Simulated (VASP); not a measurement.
PbSe: single point with PBE

PbSe:

```
CELL_PARAMETERS angstrom
5.17414 0.00000 0.00000
-2.58707 4.48094 0.00000
0.00000 0.00000 6.21478
ATOMIC_POSITIONS crystal
Pb 0.33333 0.66667 0.93510
Pb 0.66667 0.33333 0.43510
Se 0.33333 0.66667 0.43990
Se 0.66667 0.33333 0.93990
```

* Program: VASP 6.6.1
* Task: single point
* Functional: PBE
* Potentials or basis: VASP PAW PBE potentials, release 64 (Pb_d, Se)
* Cutoff: 520 eV
* k mesh: 6 × 6 × 4
* Occupations: fermi-dirac, width 0.02 eV
* Spin: no spin polarisation

```
Pressure               : 0.8 GPa
Largest force          : 0.008 eV/Å
Band gap on the k mesh : 1.17 eV, direct
```

Forces in eV/Å, atoms in the order of the input:
```
Pb   0.000  0.000  0.008
Pb   0.000  0.000  0.008
Se   0.000  0.000 -0.008
Se   0.000  0.000 -0.008
```

Stress tensor (GPa, compression positive):
```
0.73 0.00 0.00
0.00 0.73 0.00
0.00 0.00 0.88
```

Levels at points of the mesh, in eV from the valence-band top:
| k point | band 17 | band 18 | band 19 | band 20 | band 21 | band 22 | band 23 | band 24 |
| --- | --- | --- | --- | --- | --- | --- | --- | --- |
| (0.00, 0.00, 0.00) | -2.90 | -1.69 | -1.69 | -1.68 | 1.75 | 1.75 | 3.20 | 3.20 |
| (0.50, 0.00, 0.00) | -2.71 | -2.09 | -2.07 | -0.63 | 2.65 | 3.23 | 4.04 | 4.15 |
| (0.00, 0.00, 0.50) | -2.31 | -2.31 | -1.29 | -1.29 | 2.14 | 2.14 | 2.14 | 2.14 |
| (0.50, 0.00, 0.50) | -1.71 | -1.71 | -0.65 | -0.65 | 1.40 | 1.40 | 2.96 | 2.96 |

It took 50 s on 1 thread of AMD EPYC 9R45 96-Core Processor (Zen 5), with other jobs on the host, peak memory 0.26 GiB.

Caveat: spin-orbit coupling is left out, which moves the levels of the heavy elements. A k mesh can miss the band edges.
